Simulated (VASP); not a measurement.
# Zn (P6_3/mmc) in VASP: notebook

The runs below take Zn through single point, with PBE.

All numbers are computed with VASP 6.6.1; they aren't measurements. Logs are shortened: lines on timing, memory, paths and dates and some standing lists are left out, and cuts for length are marked.

## 1. The cell of the first run

It takes space group P6_3/mmc (No. 194, hexagonal). The conventional cell has a = 2.625 Å, b = 2.625 Å, c = 5.021 Å, α = 90.00°, β = 90.00°, γ = 120.00°. Zn (site symmetry -6m2) has 12 Zn at 2.62 to 2.93 Å within 3.5 Å.

## 2. Single point, PBE (strain -0.015 along x and y, +0.015 along z)

File INCAR:

```
  PREC = Accurate
  ENCUT = 520
  EDIFF = 1E-6
  ISMEAR = 0
  SIGMA = 0.15
  LREAL = F
  LASPH = T
  NELM = 60
  ALGO = Fast
  ISIF = 2
  LWAVE = F
  LCHARG = F
  GGA = PE
  NBANDS = 19
```

File KPOINTS:

```
Automatic mesh
0
Gamma
  24 24 10
```

File POSCAR:

```
Zn
1.0
    2.6248260824      0.0000000000      0.0000000000
   -1.3124130412      2.2731660679      0.0000000000
    0.0000000000      0.0000000000      5.0209005000
Zn
2
Direct
    0.3333333333      0.6666666667      0.2500000000
    0.6666666667      0.3333333333      0.7500000000
```

Potentials or basis: VASP PAW PBE potentials, release 64 (Zn).

The run is started by

```console
$ cat potpaw_PBE.64/Zn/POTCAR > POTCAR
$ mpirun -np 1 vasp_std > vasp.out
```

OUTCAR:

```text
PREC = Accurate
   ENCUT = 520
   EDIFF = 1E-6
   ISMEAR = 0
   LREAL = F
   LASPH = T
   NELM = 60
   ISIF = 2
   GGA = PE

 ion  position               nearest neighbor table
   1  0.333  0.667  0.250-   2 2.93   2 2.93   2 2.93   2 2.93   2 2.93   2 2.93
   2  0.667  0.333  0.750-   1 2.93   1 2.93   1 2.93   1 2.93   1 2.93   1 2.93

  LATTYP: Found a hexagonal cell.
 ALAT       =     2.6248260824
 C/A-ratio  =     1.9128507346

  Lattice vectors:

 A1 = (   2.6248260824,   0.0000000000,   0.0000000000)
 A2 = (  -1.3124130412,   2.2731660679,   0.0000000000)
 A3 = (   0.0000000000,   0.0000000000,   5.0209005000)

Analysis of symmetry for initial positions (statically):
=====================================================================
 Subroutine PRICEL returns:
 Original cell was already a primitive cell.

 Routine SETGRP: Setting up the symmetry group for a
 hexagonal supercell.

 Subroutine GETGRP returns: Found 24 space group operations
 (whereof 12 operations were pure point group operations)
 out of a pool of 24 trial point group operations.

The static configuration has the point symmetry D_3d.
 The point group associated with its full space group is D_6h.

Analysis of symmetry for dynamics (positions and initial velocities):
=====================================================================
 Subroutine PRICEL returns:
 Original cell was already a primitive cell.

 Routine SETGRP: Setting up the symmetry group for a
 hexagonal supercell.

 Subroutine GETGRP returns: Found 24 space group operations
 (whereof 12 operations were pure point group operations)
 out of a pool of 24 trial point group operations.

The dynamic configuration has the point symmetry D_3d.
 The point group associated with its full space group is D_6h.

 Subroutine INISYM returns: Found 24 space group operations
 (whereof 12 operations are pure point group operations),
 and found     1 'primitive' translations

----------------------------------------------------------------------------------------

                                     Primitive cell

  volume of cell :      29.9580

  direct lattice vectors                    reciprocal lattice vectors
     2.624826082  0.000000000  0.000000000     0.380977622  0.219957533  0.000000000
    -1.312413041  2.273166068  0.000000000     0.000000000  0.439915066  0.000000000
     0.000000000  0.000000000  5.020900500     0.000000000  0.000000000  0.199167460

  length of vectors
     2.624826082  2.624826082  5.020900500     0.439915066  0.439915066  0.199167460

  position of ions in fractional coordinates (direct lattice)
     0.333333333  0.666666667  0.250000000
     0.666666667  0.333333333  0.750000000

  ion indices of the primitive-cell ions
   primitive index   ion index
                 1           1
                 2           2

----------------------------------------------------------------------------------------

 KPOINTS: Automatic mesh

Automatic generation of k-mesh.
 Grid dimensions read from file:
 generate k-points for:   24   24   10

 Generating k-lattice:

  Cartesian coordinates                     Fractional coordinates (reciprocal lattice)
     0.015874068  0.009164897  0.000000000     0.041666667 -0.000000000  0.000000000
     0.000000000  0.018329794  0.000000000     0.000000000  0.041666667  0.000000000
     0.000000000  0.000000000  0.019916746     0.000000000  0.000000000  0.100000000

  Length of vectors
     0.018329794  0.018329794  0.019916746

  Shift w.r.t. Gamma in fractional coordinates (k-lattice)
     0.000000000  0.000000000  0.000000000

 Subroutine IBZKPT returns following result:
 ===========================================

 Found    366 irreducible k-points:

 Following reciprocal coordinates:
            Coordinates               Weight
  0.000000  0.000000  0.000000      1.000000
  0.041667  0.000000  0.000000      6.000000
  0.083333 -0.000000  0.000000      6.000000
  0.125000  0.000000  0.000000      6.000000
  0.166667  0.000000  0.000000      6.000000
  0.208333 -0.000000  0.000000      6.000000
[... 16 lines left out ...]
  0.416667  0.041667  0.000000     12.000000
  0.458333  0.041667  0.000000     12.000000
 [... further k-points ...]
   k-points           NKPTS =    366   k-points in BZ     NKDIM =    366   number of bands    NBANDS=     19
   number of dos      NEDOS =    301   number of ions     NIONS =      2
   total plane-waves  NPLWV =  16000
   dimension x,y,z NGX =    20 NGY =   20 NGZ =   40
   dimension x,y,z NGXF=    40 NGYF=   40 NGZF=   80
   ions per type =               2
   NGX,Y,Z   is equivalent  to a cutoff of  12.67, 12.67, 13.24 a.u.
   NGXF,Y,Z  is equivalent  to a cutoff of  25.33, 25.33, 26.49 a.u.
 SYSTEM =  unknown system
   PREC   = accura    normal or accurate (medium, high low for compatibility)
   ISTART =      0    job   : 0-new  1-cont  2-samecut
   ICHARG =      2    charge: 1-file 2-atom 10-const
   ISPIN  =      1    spin polarized calculation?
   LNONCOLLINEAR =      F non collinear calculations
   LSORBIT =      F    spin-orbit coupling
   LASPH  =      T    aspherical Exc in radial PAW
   ENCUT  =  520.0 eV  38.22 Ry    6.18 a.u.   4.88  4.88  9.34*2*pi/ulx,y,z
   NELM   =     60;   NELMIN=  2; NELMDL= -5     # of ELM steps
   EDIFF  = 0.1E-05   stopping-criterion for ELM
   LREAL  =      F    real-space projection
   EDIFFG = 0.1E-04   stopping-criterion for IOM
   NSW    =      0    number of steps for IOM
   IBRION =     -1    ionic relax: 0-MD 1-quasi-New 2-CG
   NFREE  =      0    steps in history (QN), initial steepest desc. (CG)
   ISIF   =      2    stress and relaxation
   ISYM   =      2    0-nonsym 1-usesym 2-fastsym
   POTIM  = 0.5000    time-step for ionic-motion
   TEBEG  =    0.0;   TEEND  =   0.0 temperature during run
   PSTRESS=    0.0 pullay stress
   NELECT =      24.0000    total number of electrons
   NUPDOWN=      -1.0000    fix difference up-down
   EMIN   =  10.00;   EMAX   =-10.00  energy-range for DOS
   EFERMI =   0.00;   METHOD = LEGACY
   ISMEAR =     0;   SIGMA  =   0.15  broadening in eV -4-tet -1-fermi 0-gaus
   EFERMI_NEDOS =   21; number of points for ismear=-14 and -15
   IALGO  =     68    algorithm
   IMIX   =      4    mixing-type and parameters
     AMIX     =   0.40;   BMIX     =  1.00
     AMIX_MAG =   1.60;   BMIX_MAG =  1.00
  volume/ion in A,a.u.               =      14.98       101.08
  Fermi-wavevector in a.u.,A,eV,Ry     =   1.520457  2.873247 31.453805  2.311789
  Thomas-Fermi vector in A             =   2.629305
   LORBIT       =      0    0 simple, 1 ext, 2 COOP (PROOUT), +10 PAW based schemes
   GGA     = PE    functional components
   LHFCALC =     F    Hartree Fock is set to
   AEXX    =    0.0000 exact exchange contribution
   IVDW    =     0    specifies the selected vdW correction
   LEPSILON=     F    determine dielectric tensor
   LRPA    =     F    only Hartree local field effects (RPA)
 non-spin polarized calculation
 RMM-DIIS sequential band-by-band and
 Gauss-broadening in eV      SIGMA  =   0.15
  energy-cutoff  :      520.00
  volume of cell :       29.96
 maximum number of plane-waves:       828
 NGX is ok and might be reduce to    20
   NGX =  9   NGY =  9   NGZ = 19

 number of electron      24.0000033 magnetization

 Free energy of the ion-electron system (eV)
  ---------------------------------------------------
  ext. energy  EPLUGINS =         0.00000000
  ---------------------------------------------------
  free energy    TOTEN  =        -2.21673475 eV

  energy without entropy =       -2.21320235  energy(sigma->0) =       -2.21496855

 E-fermi :   3.1401     XC(G=0): -11.6237

 val. band max:        3.1244230732   @ k =   0.2917   0.0417   0.0000
 cond. band min:       3.1480437350   @ k =   0.2917   0.2917   0.4000
 fundamental gap:      0.0236206618
 Fermi energy:         3.1401355638

 k-point     1 :       0.0000    0.0000    0.0000
  band No.  band energies     occupation
      1      -7.3135      2.00000
      2      -5.5331      2.00000
      3      -4.7972      2.00000
      4      -4.5241      2.00000
      5      -4.5241      2.00000
      6      -4.4797      2.00000
[... 11 lines left out ...]
     18      22.9793      0.00000
     19      23.0609      0.00000

 k-point     2 :       0.0417    0.0000    0.0000
  band No.  band energies     occupation
      1      -7.2601      2.00000
      2      -5.5078      2.00000
      3      -4.7906      2.00000
      4      -4.5305      2.00000
      5      -4.5110      2.00000
      6      -4.4862      2.00000
[... 11 lines left out ...]
     18      22.1689      0.00000
     19      23.6705      0.00000

 k-point     3 :       0.0833   -0.0000    0.0000
  band No.  band energies     occupation
      1      -7.1008      2.00000
      2      -5.4354      2.00000
      3      -4.7723      2.00000
      4      -4.5476      2.00000
      5      -4.5032      2.00000
      6      -4.4725      2.00000
[... 11 lines left out ...]
     18      21.5568      0.00000
     19      23.6351      0.00000

 k-point     4 :       0.1250    0.0000    0.0000
  band No.  band energies     occupation
      1      -6.8395      2.00000
      2      -5.3277      2.00000
      3      -4.7486      2.00000
      4      -4.5703      2.00000
      5      -4.5189      2.00000
      6      -4.4107      2.00000
[... 407 lines left out ...]
     18      18.8134      0.00000
     19      19.0005      0.00000

 k-point    23 :       0.4167    0.0417    0.0000
  band No.  band energies     occupation
      1      -5.2747      2.00000
      2      -5.1932      2.00000
      3      -4.9999      2.00000
      4      -4.5440      2.00000
      5      -4.3745      2.00000
      6      -4.3314      2.00000
[... 11 lines left out ...]
     18      18.5617      0.00000
     19      18.8550      0.00000

 k-point    24 :       0.4583    0.0417    0.0000
  band No.  band energies     occupation
      1      -5.2898      2.00000
      2      -5.2057      2.00000
      3      -5.0202      2.00000
      4      -4.5595      2.00000
      5      -4.3533      2.00000
      6      -4.3393      2.00000
[... 11 lines left out ...]
     18      18.4319      0.00000
     19      18.7840      0.00000

 [... further k-points ...]

------------------------ aborting loop because EDIFF is reached ----------------------------------------

  FORCE on cell =-STRESS in cart. coord.  units (eV):
  Direction    XX          YY          ZZ          XY          YZ          ZX
  --------------------------------------------------------------------------------------
  -------------------------------------------------------------------------------------
  Total        0.4893607      0.4893607      0.3345025      0.0000000     -0.0000000      0.0000000
  in kB       26.1713643     26.1713643     17.8894339      0.0000000     -0.0000000      0.0000000
  external PRESSURE =      23.4107209 kB  Pullay stress =       0.0000000 kB

 VOLUME and BASIS-vectors are now :
 -----------------------------------------------------------------------------
  energy-cutoff  :      520.00
  volume of cell :       29.96
      direct lattice vectors                 reciprocal lattice vectors
     2.624826082  0.000000000  0.000000000     0.380977622  0.219957533  0.000000000
    -1.312413041  2.273166068  0.000000000     0.000000000  0.439915066  0.000000000
     0.000000000  0.000000000  5.020900500     0.000000000  0.000000000  0.199167460

 POSITION                                       TOTAL-FORCE (eV/Angst)
 -----------------------------------------------------------------------------------
     -0.00000      1.51544      1.25523        -0.000000      0.000000      0.000000
      1.31241      0.75772      3.76568         0.000000      0.000000      0.000000
 -----------------------------------------------------------------------------------
    total drift:                               -0.000000      0.000000      0.000000

  FREE ENERGIE OF THE ION-ELECTRON SYSTEM (eV)
  ---------------------------------------------------
  free  energy   TOTEN  =        -2.2167347460 eV

  energy  without entropy=       -2.2132023529  energy(sigma->0) =       -2.21496855
```

Run time: 2 min. Hardware: 1 thread of AMD EPYC 7R13 (Zen 3), shared host; peak memory 0.24 GiB.

Results:

| Property | Result |
| --- | --- |
| Free energy | -2.2167 eV |
| Pressure | 2.3 GPa |
| Band gap on the k mesh | zero (bands 12 and 13 overlap by 4.90 eV) |

Levels at points of the mesh, in eV from the Fermi level:
| k point | band 10 | band 11 | band 12 | band 13 | band 14 | band 15 |
| --- | --- | --- | --- | --- | --- | --- |
| (0.00, 0.00, 0.00) | -7.05 | -7.05 | -3.76 | -3.29 | 12.84 | 16.66 |
| (0.50, 0.00, 0.00) | -6.83 | -2.71 | -1.95 | 2.56 | 3.65 | 4.11 |
| (0.00, 0.00, 0.50) | -7.13 | -7.13 | -7.13 | 4.16 | 4.16 | 19.59 |
| (0.50, 0.00, 0.50) | -6.83 | -1.79 | -1.79 | 0.35 | 0.35 | 9.93 |

Caveat: the cell differs from its parent crystal (strain -0.015 along x and y, +0.015 along z).

(Continued in part 2 of 2.)

The gap in the log of VASP goes by the Fermi energy; the results here count the filled bands.